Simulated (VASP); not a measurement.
Set up this calculation in VASP 6.6.1, as the native input.

```yaml
Task: single point
Functional: PBE
Potentials_or_basis: VASP PAW PBE potentials, release 64 (Ti_sv, H)
Cutoff: 500 eV
k_mesh: 6 × 6 × 6
Occupations: gaussian, width 0.2 eV
Spin: no spin polarisation
Dipole_correction: no
Further_INCAR_settings: ALGO = Normal; EDIFF = 1e-06; NBANDS = 18
```

The structure of TiH5 lies in POSCAR:

```
TiH5
1.0
   -2.2093357403      2.2093357403      1.9967819704
    2.2093357403     -2.2093357403      1.9967819704
    2.2093357403      2.2093357403     -1.9967819704
Ti H
1 5
Direct
    0.0000000000      0.0000000000      0.0000000000
    0.5000000000      0.5000000000      0.5000000000
    0.0000000000      0.0000000000      0.5000000000
    0.5000000000      0.0000000000      0.0000000000
    0.0000000000      0.5000000000      0.0000000000
    0.5000000000      0.5000000000      0.0000000000
```

The cell was built from a structure type or drawn by symmetry, and may not be a known phase.

One way to write it, as run:

INCAR

```
PREC     = Accurate       # precision mode
ENCUT    = 500            # plane-wave cutoff, eV
EDIFF    = 1E-6           # SCF threshold, eV
ISMEAR   = 0              # smearing method
SIGMA    = 0.2            # smearing width, eV
LREAL    = False          # projectors in reciprocal space
LASPH    = True           # aspherical terms in the spheres
NELM     = 120            # most SCF steps
ALGO     = Normal         # electronic algorithm
ISIF     = 2              # what is computed and relaxed
LWAVE    = False          # write WAVECAR
LCHARG   = False          # write CHGCAR
GGA      = PE             # functional
NBANDS   = 18             # bands
GGA_COMPAT= False
```

KPOINTS

```
Automatic mesh
0
Gamma
  6 6 6
```

Potentials or basis: VASP PAW PBE potentials, release 64 (Ti_sv, H).

Launch:

```sh
$ cat potpaw_PBE.64/Ti_sv/POTCAR potpaw_PBE.64/H/POTCAR > POTCAR
$ mpirun -np 1 vasp_std > vasp.out
```

Results of the run:

The pressure is 0.2 GPa and the band gap on the k mesh is zero (an odd number of electrons rules out a gap without spin polarisation).

Run time: 52 s on 1 thread of Intel Xeon 8259CL, with other jobs on the host, peak memory 0.16 GiB.
